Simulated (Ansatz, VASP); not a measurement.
**SnPb2O3 in VASP and in Ansatz**

File INCAR:

```
SYSTEM = SnPb2O3
PREC     = Accurate       ! precision mode
ENCUT    = 520            ! plane-wave cutoff, eV
EDIFF    = 1E-6           ! SCF threshold, eV
ISMEAR   = 0              ! smearing method
SIGMA    = 0.1            ! smearing width, eV
LREAL    = .False.        ! projectors in reciprocal space
LASPH    = .True.         ! aspherical terms in the spheres
NELM     = 100            ! most SCF steps
ALGO     = Normal         ! electronic algorithm
ISIF     = 2              ! what is computed and relaxed
LWAVE    = .False.        ! write WAVECAR
LCHARG   = .False.        ! write CHGCAR
GGA      = PE             ! functional
NBANDS   = 72             ! bands
```

The input KPOINTS:

```
regular mesh
0
Gamma
  4 4 1
  0 0 0
```

POSCAR

```
SnPb2O3
1.0
    3.9853942000      0.0000000000      0.0000000000
    0.0000000000      3.9853942000      0.0000000000
    0.0000000000      0.0000000000     16.3907388000
Sn Pb O
2 4 6
Direct
    0.5000000000      0.0000000000      0.9163630000
    0.0000000000      0.5000000000      0.0836370000
    0.5000000000      0.0000000000      0.2262790000
    0.5000000000      0.0000000000      0.5742540000
    0.0000000000      0.5000000000      0.4257460000
    0.0000000000      0.5000000000      0.7737210000
    0.5000000000      0.5000000000      0.8483130000
    0.5000000000      0.5000000000      0.1516870000
    0.5000000000      0.5000000000      0.5000000000
    0.0000000000      0.0000000000      0.8483130000
    0.0000000000      0.0000000000      0.1516870000
    0.0000000000      0.0000000000      0.5000000000
```

Input for Ansatz:

```yaml
crystal:
  lattice:
    - [3.9853942, 0.0, 0.0]
    - [0.0, 3.9853942, 0.0]
    - [0.0, 0.0, 16.3907388]
  atoms:
    - { symbol: Sn, position: [0.5, 0.0, 0.916363] }
    - { symbol: Sn, position: [0.0, 0.5, 0.083637] }
    - { symbol: Pb, position: [0.5, 0.0, 0.226279] }
    - { symbol: Pb, position: [0.5, 0.0, 0.574254] }
    - { symbol: Pb, position: [0.0, 0.5, 0.425746] }
    - { symbol: Pb, position: [0.0, 0.5, 0.773721] }
    - { symbol: O, position: [0.5, 0.5, 0.848313] }
    - { symbol: O, position: [0.5, 0.5, 0.151687] }
    - { symbol: O, position: [0.5, 0.5, 0.5] }
    - { symbol: O, position: [0.0, 0.0, 0.848313] }
    - { symbol: O, position: [0.0, 0.0, 0.151687] }
    - { symbol: O, position: [0.0, 0.0, 0.5] }
basis:
  ecutwfc: 420
kpoints:
  mp_grid: { grid: [4, 4, 1] }
hamiltonian:
  xc: pbe
scf:
  occupations: { method: gaussian, width: 0.1 }
  lower_state_search: "off"
output:
  forces: true
  stress: true
  eigenvalues: true
```

Alike in both runs: task single point; functional PBE; k mesh 4 × 4 × 1; occupations gaussian, width 0.1 eV; no spin polarisation.

```csv
,VASP,Ansatz
version,VASP 6.6.1,Ansatz 0.2.0
potentials or method,"VASP PAW PBE potentials, release 64 (Sn_d, Pb_d, O), cutoff 520 eV","scalar-relativistic, plane waves, PAW"
valence electrons in the cell,120,120
```

VASP gave:

```
gap on the k mesh at the Fermi level (eV) : 1.30
least direct gap on the mesh (eV)         : 1.51
pressure (GPa)                            : 0.1
rms of the force components (eV/Å)        : 0.019
```

Which values does Ansatz return?

gap on the k mesh at the Fermi level (eV): 1.30; least direct gap on the mesh (eV): 1.53; pressure (GPa): 0.0; rms of the force components (eV/Å): 0.003.

Atom by atom the forces differ by 0.021 eV/Å (rms over components).

Neither program's run includes spin-orbit coupling.
